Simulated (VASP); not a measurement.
# GaN (l.eB) (F-43m) in VASP: further runs

Runs on GaN (l.eB). Level: LDA. Tasks: single point.

Everything below comes from runs of VASP 6.6.1. Logs are shortened: lines on timing, memory, paths and dates and some standing lists are left out, and cuts for length are marked.

## (1) The cell of the first run

Symmetry: F-43m, No. 216, cubic system. The conventional cell has a = 4.455 Å, b = 4.455 Å, c = 4.455 Å, α = 90.00°, β = 90.00°, γ = 90.00°. Within 2.6 Å of Ga (site symmetry -43m) lie 4 N at 1.93 Å. N (site symmetry -43m) has 4 Ga at 1.93 Å within 2.6 Å.

## (2) Single point, LDA

Contents of INCAR:

```
  PREC = Accurate
  ENCUT = 600
  EDIFF = 1E-6
  ISMEAR = 0
  SIGMA = 0.1
  LREAL = False
  LASPH = True
  NELM = 120
  ALGO = Normal
  ISIF = 2
  LWAVE = False
  LCHARG = False
  GGA = CA
  NBANDS = 26
  GGA_COMPAT = False
```

Contents of KPOINTS:

```
Automatic mesh
0
Gamma
  6 4 6
```

Contents of POSCAR:

```
GaN
1.0
    3.1503048237      0.0000000000      0.0000000000
    0.0000000000      4.4552037582      0.0000000000
    0.0000000000      0.0000000000      3.1503047738
Ga N
2 2
Direct
    0.0000000000      0.0000000000      0.0000000000
    0.5000000000      0.5000000000      0.5000031000
    0.5000000000      0.2500000000      0.0000000000
    0.0000000000      0.7500000000      0.5000031000
```

Potentials or basis: VASP PAW LDA potentials, release 64 (Ga_d, N).

On the command line:

```
$ cat potpaw_LDA.64/Ga_d/POTCAR potpaw_LDA.64/N/POTCAR > POTCAR
$ mpirun -np 1 vasp_std > vasp.out
```

OUTCAR:

```text
PREC = Accurate
   ENCUT = 600
   EDIFF = 1E-6
   ISMEAR = 0
   LREAL = False
   LASPH = True
   NELM = 120
   ISIF = 2
   GGA = CA

 ion  position               nearest neighbor table
   1  0.000  0.000  0.000-   4 1.93   3 1.93   3 1.93   4 1.93
   2  0.500  0.500  0.500-   3 1.93   4 1.93   4 1.93   3 1.93
   3  0.500  0.250  0.000-   2 1.93   1 1.93   1 1.93   2 1.93
   4  0.000  0.750  0.500-   1 1.93   2 1.93   2 1.93   1 1.93

  LATTYP: Found a simple tetragonal cell.
 ALAT       =     3.1503048237
 C/A-ratio  =     1.4142135468

  Lattice vectors:

 A1 = (  -3.1503048237,   0.0000000000,   0.0000000000)
 A2 = (   0.0000000000,   0.0000000000,   3.1503047738)
 A3 = (   0.0000000000,   4.4552037582,   0.0000000000)

Analysis of symmetry for initial positions (statically):
=====================================================================
 Subroutine PRICEL returns following result:

  LATTYP: Found a face centered cubic cell.
 ALAT       =     4.4551968596

  Lattice vectors:

 A1 = (  -1.5751524118,   2.2276018791,   1.5751426210)
 A2 = (   0.0000000000,   0.0000000000,   3.1503047738)
 A3 = (   1.5751524118,   2.2276018791,   1.5751621528)

   2 primitive cells build up your supercell.

 Routine SETGRP: Setting up the symmetry group for a
 simple tetragonal supercell.

 Subroutine GETGRP returns: Found  8 space group operations
 (whereof  8 operations were pure point group operations)
 out of a pool of 16 trial point group operations.

The static configuration has the point symmetry D_2d.

Analysis of symmetry for dynamics (positions and initial velocities):
=====================================================================
 Subroutine PRICEL returns following result:

  LATTYP: Found a face centered cubic cell.
 ALAT       =     4.4551968596

  Lattice vectors:

 A1 = (  -1.5751524118,   2.2276018791,   1.5751426210)
 A2 = (   0.0000000000,   0.0000000000,   3.1503047738)
 A3 = (   1.5751524118,   2.2276018791,   1.5751621528)

   2 primitive cells build up your supercell.

 Routine SETGRP: Setting up the symmetry group for a
 simple tetragonal supercell.

 Subroutine GETGRP returns: Found  8 space group operations
 (whereof  8 operations were pure point group operations)
 out of a pool of 16 trial point group operations.

The dynamic configuration has the point symmetry D_2d.

 Subroutine INISYM returns: Found  8 space group operations
 (whereof  8 operations are pure point group operations),
 and found     2 'primitive' translations

----------------------------------------------------------------------------------------

                                     Primitive cell

  volume of cell :      22.1077

  direct lattice vectors                    reciprocal lattice vectors
    -1.575152412  2.227601879  1.575142621    -0.317429600  0.224456625  0.000000000
     0.000000000  0.000000000  3.150304774    -0.000001968 -0.224456625  0.317429605
     1.575152412  2.227601879  1.575162153     0.317429600  0.224456625  0.000000000

  length of vectors
     3.150299911  3.150304774  3.150309677     0.388770276  0.388770280  0.388770276

  position of ions in fractional coordinates (direct lattice)
     0.000000000  0.000000000  0.000000000
     0.750000000  0.750003100  0.750000000

  ion indices of the primitive-cell ions
   primitive index   ion index
                 1           1
                 2           4

----------------------------------------------------------------------------------------

 KPOINTS: Automatic mesh

Automatic generation of k-mesh.
 Grid dimensions read from file:
 generate k-points for:    6    4    6

 Generating k-lattice:

  Cartesian coordinates                     Fractional coordinates (reciprocal lattice)
     0.052904933  0.000000000  0.000000000     0.166666667  0.000000000  0.000000000
     0.000000000  0.056114156  0.000000000     0.000000000  0.250000000  0.000000000
     0.000000000  0.000000000  0.052904934     0.000000000  0.000000000  0.166666667

  Length of vectors
     0.052904933  0.056114156  0.052904934

  Shift w.r.t. Gamma in fractional coordinates (k-lattice)
     0.000000000  0.000000000  0.000000000

 Subroutine IBZKPT returns following result:
 ===========================================

 Found     30 irreducible k-points:

 Following reciprocal coordinates:
            Coordinates               Weight
  0.000000  0.000000  0.000000      1.000000
  0.166667  0.000000  0.000000      4.000000
  0.333333  0.000000  0.000000      4.000000
  0.500000  0.000000  0.000000      2.000000
  0.000000  0.250000  0.000000      2.000000
  0.166667  0.250000  0.000000      8.000000
[... 16 lines left out ...]
  0.500000  0.000000  0.333333      4.000000
  0.333333  0.250000  0.333333      8.000000
 [... further k-points ...]
   k-points           NKPTS =     30   k-points in BZ     NKDIM =     30   number of bands    NBANDS=     26
   number of dos      NEDOS =    301   number of ions     NIONS =      4
   total plane-waves  NPLWV =  28224
   dimension x,y,z NGX =    28 NGY =   36 NGZ =   28
   dimension x,y,z NGXF=    56 NGYF=   72 NGZF=   56
   ions per type =               2   2
   NGX,Y,Z   is equivalent  to a cutoff of  14.78, 13.43, 14.78 a.u.
   NGXF,Y,Z  is equivalent  to a cutoff of  29.55, 26.87, 29.55 a.u.
 SYSTEM =  unknown system
   PREC   = accura    normal or accurate (medium, high low for compatibility)
   ISTART =      0    job   : 0-new  1-cont  2-samecut
   ICHARG =      2    charge: 1-file 2-atom 10-const
   ISPIN  =      1    spin polarized calculation?
   LNONCOLLINEAR =      F non collinear calculations
   LSORBIT =      F    spin-orbit coupling
   LASPH  =      T    aspherical Exc in radial PAW
   ENCUT  =  600.0 eV  44.10 Ry    6.64 a.u.   6.29  8.90  6.29*2*pi/ulx,y,z
   NELM   =    120;   NELMIN=  2; NELMDL= -5     # of ELM steps
   EDIFF  = 0.1E-05   stopping-criterion for ELM
   LREAL  =      F    real-space projection
   EDIFFG = 0.1E-04   stopping-criterion for IOM
   NSW    =      0    number of steps for IOM
   IBRION =     -1    ionic relax: 0-MD 1-quasi-New 2-CG
   NFREE  =      0    steps in history (QN), initial steepest desc. (CG)
   ISIF   =      2    stress and relaxation
   ISYM   =      2    0-nonsym 1-usesym 2-fastsym
   POTIM  = 0.5000    time-step for ionic-motion
   TEBEG  =    0.0;   TEEND  =   0.0 temperature during run
   PSTRESS=    0.0 pullay stress
   NELECT =      36.0000    total number of electrons
   NUPDOWN=      -1.0000    fix difference up-down
   EMIN   =  10.00;   EMAX   =-10.00  energy-range for DOS
   EFERMI =   0.00;   METHOD = LEGACY
   ISMEAR =     0;   SIGMA  =   0.10  broadening in eV -4-tet -1-fermi 0-gaus
   EFERMI_NEDOS =   21; number of points for ismear=-14 and -15
   IALGO  =     38    algorithm
   IMIX   =      4    mixing-type and parameters
     AMIX     =   0.40;   BMIX     =  1.00
     AMIX_MAG =   1.60;   BMIX_MAG =  1.00
  volume/ion in A,a.u.               =      11.05        74.59
  Fermi-wavevector in a.u.,A,eV,Ry     =   1.528685  2.888796 31.795166  2.336879
  Thomas-Fermi vector in A             =   2.636410
   LORBIT       =      0    0 simple, 1 ext, 2 COOP (PROOUT), +10 PAW based schemes
   GGA     = CA    functional components
   LHFCALC =     F    Hartree Fock is set to
   AEXX    =    0.0000 exact exchange contribution
   IVDW    =     0    specifies the selected vdW correction
   LEPSILON=     F    determine dielectric tensor
   LRPA    =     F    only Hartree local field effects (RPA)
 non-spin polarized calculation
 Gauss-broadening in eV      SIGMA  =   0.10
  energy-cutoff  :      600.00
  volume of cell :       44.22
 maximum number of plane-waves:      1508
 NGX is ok and might be reduce to    28
   NGX = 13   NGY = 17   NGZ = 13

 number of electron      35.9999999 magnetization

 Free energy of the ion-electron system (eV)
  ---------------------------------------------------
  ext. energy  EPLUGINS =         0.00000000
  ---------------------------------------------------
  free energy    TOTEN  =       -27.88494345 eV

  energy without entropy =      -27.88494345  energy(sigma->0) =      -27.88494345

 E-fermi :   5.8731     XC(G=0): -12.3042

 val. band max:        5.4229599040   @ k =   0.0000   0.0000   0.0000
 cond. band min:       7.3945144069   @ k =   0.0000   0.0000   0.0000
 fundamental gap:      1.9715545029
 Fermi energy:         5.8730622543

 k-point     1 :       0.0000    0.0000    0.0000
  band No.  band energies     occupation
      1     -10.6871      2.00000
      2      -9.5353      2.00000
      3      -8.1709      2.00000
      4      -8.1709      2.00000
      5      -8.1708      2.00000
      6      -8.0882      2.00000
[... 18 lines left out ...]
     25      17.1736      0.00000
     26      19.5443      0.00000

 k-point     2 :       0.1667    0.0000    0.0000
  band No.  band energies     occupation
      1     -10.4720      2.00000
      2      -9.5357      2.00000
      3      -8.1476      2.00000
      4      -8.1382      2.00000
      5      -8.0980      2.00000
      6      -8.0610      2.00000
[... 18 lines left out ...]
     25      16.9190      0.00000
     26      18.9983      0.00000

 k-point     3 :       0.3333    0.0000    0.0000
  band No.  band energies     occupation
      1     -10.0101      2.00000
      2      -9.5654      2.00000
      3      -8.0865      2.00000
      4      -8.0861      2.00000
      5      -8.0524      2.00000
      6      -7.9239      2.00000
[... 572 lines left out ...]
 k-point    23 :       0.5000    0.0000    0.3333
  band No.  band energies     occupation
      1      -9.5616      2.00000
      2      -9.5616      2.00000
      3      -8.0572      2.00000
      4      -8.0572      2.00000
      5      -7.9008      2.00000
      6      -7.9008      2.00000
[... 18 lines left out ...]
     25      18.6689      0.00000
     26      18.6689      0.00000

 k-point    24 :       0.3333    0.2500    0.3333
  band No.  band energies     occupation
      1      -9.6531      2.00000
      2      -9.5513      2.00000
      3      -8.0477      2.00000
      4      -8.0156      2.00000
      5      -7.9957      2.00000
      6      -7.9164      2.00000
[... 18 lines left out ...]
     25      17.9414      0.00000
     26      18.0141      0.00000

 [... further k-points ...]

------------------------ aborting loop because EDIFF is reached ----------------------------------------

  FORCE on cell =-STRESS in cart. coord.  units (eV):
  Direction    XX          YY          ZZ          XY          YZ          ZX
  --------------------------------------------------------------------------------------
  -------------------------------------------------------------------------------------
  Total        0.2961646      0.2806944      0.2961646      0.0000000      0.0000000      0.0000000
  in kB       10.7317612     10.1711848     10.7317608      0.0000000      0.0000000      0.0000000
  external PRESSURE =      10.5449023 kB  Pullay stress =       0.0000000 kB

 VOLUME and BASIS-vectors are now :
 -----------------------------------------------------------------------------
  energy-cutoff  :      600.00
  volume of cell :       44.22
      direct lattice vectors                 reciprocal lattice vectors
     3.150304824  0.000000000  0.000000000     0.317429600  0.000000000  0.000000000
     0.000000000  4.455203758  0.000000000     0.000000000  0.224456625  0.000000000
     0.000000000  0.000000000  3.150304774     0.000000000  0.000000000  0.317429605

 POSITION                                       TOTAL-FORCE (eV/Angst)
 -----------------------------------------------------------------------------------
      0.00000      0.00000      0.00000        -0.000000      0.000000     -0.000000
      1.57515      2.22760      1.57516        -0.000000      0.000000     -0.000000
      1.57515      1.11380      0.00000         0.000000     -0.000000     -0.000000
      0.00000      3.34140      1.57516        -0.000000     -0.000000      0.000000
 -----------------------------------------------------------------------------------
    total drift:                                0.000000      0.000000     -0.007883

  FREE ENERGIE OF THE ION-ELECTRON SYSTEM (eV)
  ---------------------------------------------------
  free  energy   TOTEN  =       -27.8849434450 eV

  energy  without entropy=      -27.8849434450  energy(sigma->0) =      -27.88494345
```

Run time: 37 s. Hardware: 1 thread of Intel Xeon Platinum 8259CL at 2.50GHz (Skylake/Cascade Lake), shared host; peak memory 0.17 GiB.

Results:

```yaml
Free_energy: -27.8849 eV
Pressure: 1.1 GPa
Band_gap_on_the_k_mesh: 1.97 eV
```

## (3) Single point, LDA

Contents of INCAR:

```
SYSTEM = GaN
ALGO = Normal ; EDIFF = 1E-6
ENCUT = 600 ; GGA = CA
GGA_COMPAT = .FALSE. ; ISIF = 2
ISMEAR = 0 ; LASPH = .TRUE.
LCHARG = .FALSE. ; LREAL = .FALSE.
LWAVE = .FALSE. ; NBANDS = 26
NELM = 120 ; PREC = Accurate
SIGMA = 0.02
```

Contents of KPOINTS:

```
k-points
0
G
  8 6 8
  0 0 0
```

Contents of POSCAR:

```
GaN
1.0
    3.1503047988      0.0000000000      0.0000000000
    0.0000000000      4.4552037582      0.0000000000
    0.0000000000      0.0000000000      3.1503047988
Ga N
2 2
Direct
    0.0000000000      0.0000000000      0.0000000000
    0.5000000000      0.5000000000      0.5000000000
    0.5000000000      0.2500000000      0.0000000000
    0.0000000000      0.7500000000      0.5000000000
```

Potentials or basis: VASP PAW LDA potentials, release 64 (Ga_d, N).

On the command line:

```
$ cat potpaw_LDA.64/Ga_d/POTCAR potpaw_LDA.64/N/POTCAR > POTCAR
$ mpirun -np 1 vasp_std > vasp.out
```

It took 67 s on 1 thread of Intel Xeon Platinum 8259CL at 2.50GHz (Skylake/Cascade Lake), shared host; peak memory 0.19 GiB.

The run converged. Its results:

```yaml
Free_energy: -27.8880 eV
Pressure: 1.1 GPa
Band_gap_on_the_k_mesh: 1.97 eV
```

Levels at points of the mesh, in eV from the valence-band top:
```tsv
k point	band 16	band 17	band 18	band 19	band 20	band 21
(0.00, 0.00, 0.00)	0.00	0.00	0.00	1.97	3.26	6.69
(0.50, 0.00, 0.00)	-3.44	-1.09	-1.09	6.66	6.66	7.49
(0.00, 0.50, 0.00)	-1.57	-1.57	-1.57	4.64	4.64	7.45
(0.50, 0.50, 0.00)	-1.02	-1.02	-1.02	4.78	4.78	8.77
(0.50, 0.00, 0.50)	-2.86	-2.86	-2.86	3.26	3.26	6.69
(0.50, 0.50, 0.50)	-3.90	-3.87	-3.87	6.18	6.18	8.59
```

## (4) Single point, LDA

Contents of INCAR:

```
PREC     = Accurate       # precision mode
ENCUT    = 600            # plane-wave cutoff, eV
EDIFF    = 1E-6           # SCF threshold, eV
ISMEAR   = 0              # smearing method
SIGMA    = 0.02           # smearing width, eV
LREAL    = False          # projectors in reciprocal space
LASPH    = True           # aspherical terms in the spheres
NELM     = 120            # most SCF steps
ALGO     = Normal         # electronic algorithm
ISIF     = 2              # what is computed and relaxed
LWAVE    = False          # write WAVECAR
LCHARG   = False          # write CHGCAR
NBANDS   = 26             # bands
GGA_COMPAT= False
```

Contents of KPOINTS:

```
regular mesh
0
Gamma
  8 6 8
```

POSCAR is that of step 3.

Potentials or basis: VASP PAW LDA potentials, release 64 (Ga_d, N).

On the command line:

```
$ cat potpaw_LDA.64/Ga_d/POTCAR potpaw_LDA.64/N/POTCAR > POTCAR
$ mpirun -np 1 vasp_std > vasp.out
```

OUTCAR:

```text
PREC = Accurate
   ENCUT = 600
   EDIFF = 1E-6
   ISMEAR = 0
   LREAL = False
   LASPH = True
   NELM = 120
   ISIF = 2

 ion  position               nearest neighbor table
   1  0.000  0.000  0.000-   3 1.93   4 1.93   4 1.93   3 1.93
   2  0.500  0.500  0.500-   3 1.93   4 1.93   3 1.93   4 1.93
   3  0.500  0.250  0.000-   1 1.93   2 1.93   2 1.93   1 1.93
   4  0.000  0.750  0.500-   1 1.93   2 1.93   1 1.93   2 1.93

  LATTYP: Found a simple tetragonal cell.
 ALAT       =     3.1503047988
[... 910 lines left out ...]
  FORCE on cell =-STRESS in cart. coord.  units (eV):
  Direction    XX          YY          ZZ          XY          YZ          ZX
  --------------------------------------------------------------------------------------
  -------------------------------------------------------------------------------------
  Total        0.2950728      0.2931781      0.2950728      0.0000000     -0.0000000      0.0000000
  in kB       10.6922009     10.6235421     10.6922009      0.0000000     -0.0000000      0.0000000
  external PRESSURE =      10.6693146 kB  Pullay stress =       0.0000000 kB

 VOLUME and BASIS-vectors are now :
 -----------------------------------------------------------------------------
  energy-cutoff  :      600.00
  volume of cell :       44.22
      direct lattice vectors                 reciprocal lattice vectors
     3.150304799  0.000000000  0.000000000     0.317429602  0.000000000  0.000000000
     0.000000000  4.455203758  0.000000000     0.000000000  0.224456625  0.000000000
     0.000000000  0.000000000  3.150304799     0.000000000  0.000000000  0.317429602

 POSITION                                       TOTAL-FORCE (eV/Angst)
 -----------------------------------------------------------------------------------
      0.00000      0.00000      0.00000        -0.000000      0.000000     -0.000000
      1.57515      2.22760      1.57515         0.000000      0.000000      0.000000
      1.57515      1.11380      0.00000        -0.000000      0.000000      0.000000
      0.00000      3.34140      1.57515         0.000000      0.000000     -0.000000
 -----------------------------------------------------------------------------------
    total drift:                                0.000000      0.000001      0.000000

  FREE ENERGIE OF THE ION-ELECTRON SYSTEM (eV)
  ---------------------------------------------------
  free  energy   TOTEN  =       -27.8880059121 eV

  energy  without entropy=      -27.8880059121  energy(sigma->0) =      -27.88800591
```

Run time: 73 s. Hardware: 1 thread of Intel Xeon Platinum 8259CL at 2.50GHz (Skylake/Cascade Lake), shared host; peak memory 0.2 GiB.

What came out:

| Quantity | Value |
| --- | --- |
| Free energy | -27.8880 eV |
| Pressure | 1.1 GPa |
| Band gap on the k mesh | 1.97 eV |

LDA gaps usually lie below the measured ones, often by a third to a half.

## (5) Single point, LDA

Contents of INCAR:

```
ALGO     = Normal         # electronic algorithm
EDIFF    = 1E-6           # SCF threshold, eV
ENCUT    = 600            # plane-wave cutoff, eV
GGA_COMPAT= False        
ISIF     = 2              # what is computed and relaxed
ISMEAR   = 0              # smearing method
LASPH    = True           # aspherical terms in the spheres
LCHARG   = True           # write CHGCAR
LELF     = True           # ELF
LREAL    = False          # projectors in reciprocal space
LVHAR    = True         
LWAVE    = False          # write WAVECAR
NBANDS   = 26             # bands
NELM     = 120            # most SCF steps
PREC     = Accurate       # precision mode
SIGMA    = 0.02           # smearing width, eV
```

Contents of KPOINTS:

```
k-points
0
Gamma
  8 6 8
```

Contents of POSCAR:

```
GaN
1.0
    3.1503048237      0.0000000000      0.0000000000
    0.0000000000      4.4552037582      0.0000000000
    0.0000000000      0.0000000000      3.1503047738
Ga N
2 2
Direct
    0.0000000000      0.0000000000      0.0000000000
    0.5000000000      0.5000000000      0.5000031000
    0.5000000000      0.2500000000      0.0000000000
    0.0000000000      0.7500000000      0.5000031000
```

On the command line:

```
$ cat potpaw_LDA.64/Ga_d/POTCAR potpaw_LDA.64/N/POTCAR > POTCAR
$ mpirun -np 1 vasp_std > vasp.out
```

Run time: 71 s. Hardware: 1 thread of Intel Xeon Platinum 8259CL at 2.50GHz (Skylake/Cascade Lake), shared host; peak memory 0.2 GiB.

The run converged. Its results:

- Free energy: -27.8880 eV
- Pressure: 1.1 GPa
- Band gap on the k mesh: 1.97 eV

Levels at points of the mesh, in eV from the valence-band top:
```csv
k point,band 14,band 15,band 16,band 17,band 18,band 19,band 20,band 21,band 22,band 23
"(0.00, 0.00, 0.00)",-2.86,-2.86,0.00,0.00,0.00,1.97,3.26,6.69,10.33,10.33
"(0.50, 0.00, 0.00)",-5.46,-3.44,-3.44,-1.09,-1.09,6.66,6.66,7.49,7.49,9.54
"(0.00, 0.50, 0.00)",-3.43,-1.57,-1.57,-1.57,-1.57,4.64,4.64,7.45,7.45,11.58
"(0.50, 0.50, 0.00)",-7.35,-1.02,-1.02,-1.02,-1.02,4.78,4.78,8.77,8.77,10.38
"(0.50, 0.00, 0.50)",-6.35,-2.86,-2.86,-2.86,-2.86,3.26,3.26,6.69,6.69,11.75
"(0.50, 0.50, 0.50)",-5.91,-3.90,-3.90,-3.87,-3.87,6.18,6.18,8.59,8.59,10.42
```

Expect the measured gap to be larger: semilocal functionals such as LDA lack the derivative discontinuity.
